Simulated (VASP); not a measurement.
# GaP (F-43m) in VASP: single point with PBE

Aim: the single point of GaP with PBE.

Everything below comes from runs of VASP 6.6.1. Logs are shortened: lines on timing, memory, paths and dates and some standing lists are left out, and cuts for length are marked.

**1. The cell of the first run**

The structure is cubic, space group F-43m (No. 216). Conventional cell: a = 5.505 Å, b = 5.505 Å, c = 5.505 Å, α = 90.00°, β = 90.00°, γ = 90.00°. Within 3.1 Å of Ga (site symmetry -43m) lie 4 P at 2.38 Å. P (site symmetry -43m) has 4 Ga at 2.38 Å within 3.1 Å.

**2. Single point, PBE**

Contents of INCAR:

```
PREC     = Accurate       # precision mode
ENCUT    = 500            # plane-wave cutoff, eV
EDIFF    = 1E-6           # SCF threshold, eV
ISMEAR   = 0              # smearing method
SIGMA    = 0.01           # smearing width, eV
LREAL    = F              # projectors in reciprocal space
LASPH    = T              # aspherical terms in the spheres
NELM     = 120            # most SCF steps
ALGO     = Normal         # electronic algorithm
ISIF     = 2              # what is computed and relaxed
LWAVE    = F              # write WAVECAR
LCHARG   = F              # write CHGCAR
GGA      = PE             # functional
NBANDS   = 86             # bands
GGA_COMPAT= F
```

Contents of KPOINTS:

```
Automatic mesh
0
Gamma
  2 2 2
```

Contents of POSCAR:

```
GaP
1.0
    0.0000000000      5.5051169544     -5.5051169544
    5.5051169544      5.5051169544      0.0000000000
    5.5051169544      0.0000000000     -5.5051169544
Ga P
8 8
Direct
    0.0000000000      0.0000000000      0.5000000000
    0.0000000000      0.5000000000      0.5000000000
    0.5000000000      0.0000000000      0.5000000000
    0.5000000000      0.5000000000      0.5000000000
    0.0000000000      0.0000000000      1.0000000000
    0.0000000000      0.5000000000      1.0000000000
    0.5000000000      0.0000000000      1.0000000000
    0.5000000000      0.5000000000      1.0000000000
    0.1250000000      0.1250000000      0.1250000000
    0.1250000000      0.6250000000      0.1250000000
    0.6250000000      0.1250000000      0.1250000000
    0.6250000000      0.6250000000      0.1250000000
    0.1250000000      0.1250000000      0.6250000000
    0.1250000000      0.6250000000      0.6250000000
    0.6250000000      0.1250000000      0.6250000000
    0.6250000000      0.6250000000      0.6250000000
```

Potentials or basis: VASP PAW PBE potentials, release 64 (Ga_d, P).

The run is started by

```
cat potpaw_PBE.64/Ga_d/POTCAR potpaw_PBE.64/P/POTCAR > POTCAR
mpirun -np 1 vasp_std > vasp.out
```

OUTCAR:

```text
PREC = Accurate
   ENCUT = 500
   EDIFF = 1E-6
   ISMEAR = 0
   LREAL = F
   LASPH = T
   NELM = 120
   ISIF = 2
   GGA = PE

 ion  position               nearest neighbor table
   1  0.000  0.000  0.500-   9 2.38  13 2.38  14 2.38  15 2.38
   2  0.000  0.500  0.500-  10 2.38  13 2.38  14 2.38  16 2.38
   3  0.500  0.000  0.500-  11 2.38  13 2.38  15 2.38  16 2.38
   4  0.500  0.500  0.500-  12 2.38  14 2.38  15 2.38  16 2.38
   5  0.000  0.000  0.000-   9 2.38  10 2.38  11 2.38  13 2.38
   6  0.000  0.500  0.000-   9 2.38  10 2.38  12 2.38  14 2.38
[... 8 lines left out ...]
  15  0.625  0.125  0.625-   1 2.38   3 2.38   4 2.38   7 2.38
  16  0.625  0.625  0.625-   2 2.38   3 2.38   4 2.38   8 2.38

  LATTYP: Found a face centered cubic cell.
 ALAT       =    11.0102339088

  Lattice vectors:

 A1 = (   0.0000000000,   5.5051169544,  -5.5051169544)
 A2 = (   5.5051169544,   5.5051169544,   0.0000000000)
 A3 = (   5.5051169544,   0.0000000000,  -5.5051169544)

Analysis of symmetry for initial positions (statically):
=====================================================================
 Subroutine PRICEL returns following result:

  LATTYP: Found a face centered cubic cell.
 ALAT       =     5.5051169544

  Lattice vectors:

 A1 = (   0.0000000000,   2.7525584772,  -2.7525584772)
 A2 = (   2.7525584772,   2.7525584772,   0.0000000000)
 A3 = (   2.7525584772,   0.0000000000,  -2.7525584772)

   8 primitive cells build up your supercell.

 Routine SETGRP: Setting up the symmetry group for a
 face centered cubic supercell.

 Subroutine GETGRP returns: Found 24 space group operations
 (whereof 24 operations were pure point group operations)
 out of a pool of 48 trial point group operations.

The static configuration has the point symmetry T_d .

Analysis of symmetry for dynamics (positions and initial velocities):
=====================================================================
 Subroutine PRICEL returns following result:

  LATTYP: Found a face centered cubic cell.
 ALAT       =     5.5051169544

  Lattice vectors:

 A1 = (   0.0000000000,   2.7525584772,  -2.7525584772)
 A2 = (   2.7525584772,   2.7525584772,   0.0000000000)
 A3 = (   2.7525584772,   0.0000000000,  -2.7525584772)

   8 primitive cells build up your supercell.

 Routine SETGRP: Setting up the symmetry group for a
 face centered cubic supercell.

 Subroutine GETGRP returns: Found 24 space group operations
 (whereof 24 operations were pure point group operations)
 out of a pool of 48 trial point group operations.

The dynamic configuration has the point symmetry T_d .

 Subroutine INISYM returns: Found 24 space group operations
 (whereof 24 operations are pure point group operations),
 and found     8 'primitive' translations

----------------------------------------------------------------------------------------

                                     Primitive cell

  volume of cell :      41.7099

  direct lattice vectors                    reciprocal lattice vectors
     0.000000000  2.752558477 -2.752558477    -0.181649184  0.181649184 -0.181649184
     2.752558477  2.752558477  0.000000000     0.181649184  0.181649184  0.181649184
     2.752558477  0.000000000 -2.752558477     0.181649184 -0.181649184 -0.181649184

  length of vectors
     3.892705530  3.892705530  3.892705530     0.314625615  0.314625615  0.314625615

  position of ions in fractional coordinates (direct lattice)
     0.000000000  0.000000000  0.000000000
     0.250000000  0.250000000  0.250000000

  ion indices of the primitive-cell ions
   primitive index   ion index
                 1           1
                 2          13

----------------------------------------------------------------------------------------

 KPOINTS: Automatic mesh

Automatic generation of k-mesh.
 Grid dimensions read from file:
 generate k-points for:    2    2    2

 Generating k-lattice:

  Cartesian coordinates                     Fractional coordinates (reciprocal lattice)
    -0.045412296  0.045412296 -0.045412296     0.500000000  0.000000000  0.000000000
     0.045412296  0.045412296  0.045412296     0.000000000  0.500000000  0.000000000
     0.045412296 -0.045412296 -0.045412296     0.000000000  0.000000000  0.500000000

  Length of vectors
     0.078656404  0.078656404  0.078656404

  Shift w.r.t. Gamma in fractional coordinates (k-lattice)
     0.000000000  0.000000000  0.000000000

 Subroutine IBZKPT returns following result:
 ===========================================

 Found      3 irreducible k-points:

 Following reciprocal coordinates:
            Coordinates               Weight
  0.000000  0.000000  0.000000      1.000000
  0.500000  0.000000  0.000000      4.000000
  0.500000  0.500000  0.000000      3.000000
   k-points           NKPTS =      3   k-points in BZ     NKDIM =      3   number of bands    NBANDS=     86
   number of dos      NEDOS =    301   number of ions     NIONS =     16
   total plane-waves  NPLWV = 216000
   dimension x,y,z NGX =    60 NGY =   60 NGZ =   60
   dimension x,y,z NGXF=   120 NGYF=  120 NGZF=  120
   ions per type =               8   8
   NGX,Y,Z   is equivalent  to a cutoff of  12.81, 12.81, 12.81 a.u.
   NGXF,Y,Z  is equivalent  to a cutoff of  25.62, 25.62, 25.62 a.u.
 SYSTEM =  unknown system
   PREC   = accura    normal or accurate (medium, high low for compatibility)
   ISTART =      0    job   : 0-new  1-cont  2-samecut
   ICHARG =      2    charge: 1-file 2-atom 10-const
   ISPIN  =      1    spin polarized calculation?
   LNONCOLLINEAR =      F non collinear calculations
   LSORBIT =      F    spin-orbit coupling
   LASPH  =      T    aspherical Exc in radial PAW
   ENCUT  =  500.0 eV  36.75 Ry    6.06 a.u.  14.19 14.19 14.19*2*pi/ulx,y,z
   NELM   =    120;   NELMIN=  2; NELMDL= -5     # of ELM steps
   EDIFF  = 0.1E-05   stopping-criterion for ELM
   LREAL  =      F    real-space projection
   EDIFFG = 0.1E-04   stopping-criterion for IOM
   NSW    =      0    number of steps for IOM
   IBRION =     -1    ionic relax: 0-MD 1-quasi-New 2-CG
   NFREE  =      0    steps in history (QN), initial steepest desc. (CG)
   ISIF   =      2    stress and relaxation
   ISYM   =      2    0-nonsym 1-usesym 2-fastsym
   POTIM  = 0.5000    time-step for ionic-motion
   TEBEG  =    0.0;   TEEND  =   0.0 temperature during run
   PSTRESS=    0.0 pullay stress
   NELECT =     144.0000    total number of electrons
   NUPDOWN=      -1.0000    fix difference up-down
   EMIN   =  10.00;   EMAX   =-10.00  energy-range for DOS
   EFERMI =   0.00;   METHOD = LEGACY
   ISMEAR =     0;   SIGMA  =   0.01  broadening in eV -4-tet -1-fermi 0-gaus
   EFERMI_NEDOS =   21; number of points for ismear=-14 and -15
   IALGO  =     38    algorithm
   IMIX   =      4    mixing-type and parameters
     AMIX     =   0.40;   BMIX     =  1.00
     AMIX_MAG =   1.60;   BMIX_MAG =  1.00
  volume/ion in A,a.u.               =      20.85       140.74
  Fermi-wavevector in a.u.,A,eV,Ry     =   1.237141  2.337857 20.823951  1.530517
  Thomas-Fermi vector in A             =   2.371720
   LORBIT       =      0    0 simple, 1 ext, 2 COOP (PROOUT), +10 PAW based schemes
   GGA     = PE    functional components
   LHFCALC =     F    Hartree Fock is set to
   AEXX    =    0.0000 exact exchange contribution
   IVDW    =     0    specifies the selected vdW correction
   LEPSILON=     F    determine dielectric tensor
   LRPA    =     F    only Hartree local field effects (RPA)
 non-spin polarized calculation
 Gauss-broadening in eV      SIGMA  =   0.01
  energy-cutoff  :      500.00
  volume of cell :      333.68
 maximum number of plane-waves:      8514
 NGX is ok and might be reduce to    60
   NGX = 29   NGY = 29   NGZ = 29

 number of electron     144.0000022 magnetization

 Free energy of the ion-electron system (eV)
  ---------------------------------------------------
  ext. energy  EPLUGINS =         0.00000000
  ---------------------------------------------------
  free energy    TOTEN  =       -71.90807012 eV

  energy without entropy =      -71.90807012  energy(sigma->0) =      -71.90807012

 E-fermi :   4.4508     XC(G=0):  -9.6748

 val. band max:        4.3983710523   @ k =   0.0000   0.0000   0.0000
 cond. band min:       5.9613188341   @ k =   0.0000   0.0000   0.0000
 fundamental gap:      1.5629477818
 Fermi energy:         4.4507648586

 k-point     1 :       0.0000    0.0000    0.0000
  band No.  band energies     occupation
      1     -10.2585      2.00000
      2     -10.2585      2.00000
      3     -10.2585      2.00000
      4     -10.2246      2.00000
      5     -10.2246      2.00000
      6     -10.2246      2.00000
[... 76 lines left out ...]
     83       6.2250      0.00000
     84       8.2628      0.00000

 k-point     2 :       0.5000    0.0000    0.0000
  band No.  band energies     occupation
      1     -10.2357      2.00000
      2     -10.2357      2.00000
      3     -10.2357      2.00000
      4     -10.2357      2.00000
      5     -10.2357      2.00000
      6     -10.2357      2.00000
[... 76 lines left out ...]
     83       9.1057      0.00000
     84       9.1329      0.00000

 k-point     3 :       0.5000    0.5000    0.0000
  band No.  band energies     occupation
      1     -10.2406      2.00000
      2     -10.2406      2.00000
      3     -10.2202      2.00000
      4     -10.2202      2.00000
      5     -10.2202      2.00000
      6     -10.2202      2.00000
[... 76 lines left out ...]
     83       9.1188      0.00000
     84       9.1189      0.00000
 [bands above 84 left out]

------------------------ aborting loop because EDIFF is reached ----------------------------------------

  FORCE on cell =-STRESS in cart. coord.  units (eV):
  Direction    XX          YY          ZZ          XY          YZ          ZX
  --------------------------------------------------------------------------------------
  -------------------------------------------------------------------------------------
  Total        0.7835459      0.7835459      0.7835459      0.0000000     -0.0000000     -0.0000000
  in kB        3.7622301      3.7622301      3.7622301      0.0000000     -0.0000000     -0.0000000
  external PRESSURE =       3.7622301 kB  Pullay stress =       0.0000000 kB

 VOLUME and BASIS-vectors are now :
 -----------------------------------------------------------------------------
  energy-cutoff  :      500.00
  volume of cell :      333.68
      direct lattice vectors                 reciprocal lattice vectors
     0.000000000  5.505116954 -5.505116954    -0.090824592  0.090824592 -0.090824592
     5.505116954  5.505116954  0.000000000     0.090824592  0.090824592  0.090824592
     5.505116954  0.000000000 -5.505116954     0.090824592 -0.090824592 -0.090824592

 POSITION                                       TOTAL-FORCE (eV/Angst)
 -----------------------------------------------------------------------------------
      2.75256      0.00000     -2.75256        -0.000000     -0.000000      0.000000
      5.50512      2.75256     -2.75256        -0.000000      0.000000      0.000000
      2.75256      2.75256     -5.50512         0.000000      0.000000      0.000000
      5.50512      5.50512     -5.50512        -0.000000      0.000000      0.000000
      0.00000      0.00000      0.00000         0.000000      0.000000      0.000000
      2.75256      2.75256      0.00000         0.000000      0.000000     -0.000000
[... 8 lines left out ...]
      4.12884      4.12884     -6.88140         0.000000     -0.000000     -0.000000
      6.88140      6.88140     -6.88140         0.000000     -0.000000     -0.000000
 -----------------------------------------------------------------------------------
    total drift:                                0.000001      0.000002     -0.000001

  FREE ENERGIE OF THE ION-ELECTRON SYSTEM (eV)
  ---------------------------------------------------
  free  energy   TOTEN  =       -71.9080701166 eV

  energy  without entropy=      -71.9080701166  energy(sigma->0) =      -71.90807012
```

It took 75 s on 1 thread of Intel Xeon 6975P-C (Granite Rapids), shared host; peak memory 0.51 GiB.

Results:

```
Free energy            : -71.9081 eV
Pressure               : 0.4 GPa
Band gap on the k mesh : 1.56 eV
```

Caveat: the k points lie up to 0.49 Å⁻¹ apart.
